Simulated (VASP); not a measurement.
Wanted: the native input for a VASP 6.6.1 run.

- Task: relaxation of cell and atoms
- Functional: PBE
- Dispersion: D3(BJ)
- Potentials or basis: VASP PAW PBE potentials, release 64 (Ca_sv)
- Cutoff: 600 eV
- k mesh: 12 × 12 × 12
- Occupations: fermi-dirac, width 0.1 eV
- Spin: no spin polarisation
- Dipole correction: no
- Further INCAR settings: ALGO = Normal; EDIFF = 1e-07; IBRION = 2; EDIFFG = -0.01; NSW = 80; ISIF = 3

The structure of Ca lies in POSCAR:

```
Ca
1.0
    2.6150000000      0.0000000000      0.0000000000
    0.0000000000      2.6150000000      0.0000000000
    0.0000000000      0.0000000000      2.6150000000
Ca
1
Direct
    0.0000000000      0.0000000000      0.0000000000
```

This isn't the form of Ca at room conditions, which is fcc.

The input as run:

INCAR

```
PREC = Accurate ; ENCUT = 600
EDIFF = 1E-7 ; ISMEAR = -1
SIGMA = 0.1 ; LREAL = False
LASPH = True ; NELM = 80
ALGO = Normal ; ISIF = 3
LWAVE = False ; LCHARG = False
GGA = PE ; IVDW = 12
IBRION = 2 ; NSW = 80
EDIFFG = -0.01
```

KPOINTS

```
regular mesh
0
Gamma
  12 12 12
```

Potentials or basis: VASP PAW PBE potentials, release 64 (Ca_sv).

Command:

```console
$ cat potpaw_PBE.64/Ca_sv/POTCAR > POTCAR
$ mpirun -np 1 vasp_std > vasp.out
```

It gave:

| Property | Result |
| --- | --- |
| Relaxed volume | 39.97 Å³/atom |
| Relaxed cell | a = 3.419 Å, b = 3.419 Å, c = 3.419 Å, α = 90.00°, β = 90.00°, γ = 90.00° |
| Space group after relaxing (to 0.1 Å) | Pm-3m (No. 221) |
| Energy gained by relaxing | 1438.1 meV/atom |
| Ionic steps | 22 |
| Pressure after relaxing | 0.0 GPa |
| Band gap on the k mesh | zero (bands 5 and 6 overlap by 1.11 eV) |
| Dispersion energy per atom | -0.244 eV |

Caveat: the volume moved by over 15 % at a fixed basis, so the end points are rough.

Wall time 54 s on 1 thread of Intel(R) Xeon(R) 6975P-C (Granite Rapids) (shared host), peak memory 0.16 GiB.
